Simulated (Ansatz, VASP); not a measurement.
# Two plane-wave programs on CsI

The input INCAR:

```
PREC = Accurate
ENCUT = 500
EDIFF = 1E-6
ISMEAR = 0
SIGMA = 0.05
LREAL = False
LASPH = True
NELM = 120
ALGO = Normal
ISIF = 2
LWAVE = False
LCHARG = False
GGA = PE
NBANDS = 15
GGA_COMPAT = False
```

KPOINTS

```
regular mesh
0
Gamma
  8 8 8
```

POSCAR

```
CsI
1.0
    4.6654671083      0.0699820066      0.0000000000
    0.0699820066      4.6654671083      0.0000000000
    0.0000000000      0.0000000000      4.6654671083
Cs I
1 1
Direct
    0.0000000000      0.0000000000      0.0000000000
    0.5000000000      0.5000000000      0.5000000000
```

Input for Ansatz:

```yaml
crystal:
  lattice:
    - [4.6654671083, 0.0699820066, 0.0]
    - [0.0699820066, 4.6654671083, 0.0]
    - [0.0, 0.0, 4.6654671083]
  atoms:
    - { symbol: Cs, position: [0.0, 0.0, 0.0] }
    - { symbol: I, position: [0.5, 0.5, 0.5] }
basis:
  ecutwfc: 420
  ecutrho_ratio: 4
kpoints:
  mp_grid: { grid: [8, 8, 8] }
hamiltonian:
  xc: pbe
scf:
  occupations: { method: gaussian, width: 0.05 }
output:
  forces: true
  stress: true
  eigenvalues: true
```

Change from the starting cell: strain e6 = +0.03, atoms carried along.

Alike in both runs: task single point; functional PBE; k mesh 8 × 8 × 8; occupations gaussian, width 0.05 eV; no spin polarisation.

|  | VASP | Ansatz |
| --- | --- | --- |
| version | VASP 6.6.1 | Ansatz 0.2.0 |
| potentials or method | VASP PAW PBE potentials, release 64 (Cs_sv, I), cutoff 500 eV | scalar-relativistic, plane waves, PAW |
| valence electrons in the cell | 16 | 26 |

VASP gave:

* gap on the k mesh at the Fermi level (eV): 3.68
* least direct gap on the mesh (eV): 3.77
* pressure (GPa): 0.0
* traceless stress, the component that is largest in VASP (GPa): -0.13

Estimate Ansatz's values.

gap on the k mesh at the Fermi level (eV): 3.69; least direct gap on the mesh (eV): 3.78; pressure (GPa): 0.0; traceless stress, the component that is largest in VASP (GPa): -0.12.

VASP's potentials hold 16 valence electrons a cell and Ansatz's 26, so a difference there can come from the potentials and not from the codes.

Spin-orbit coupling is off throughout.
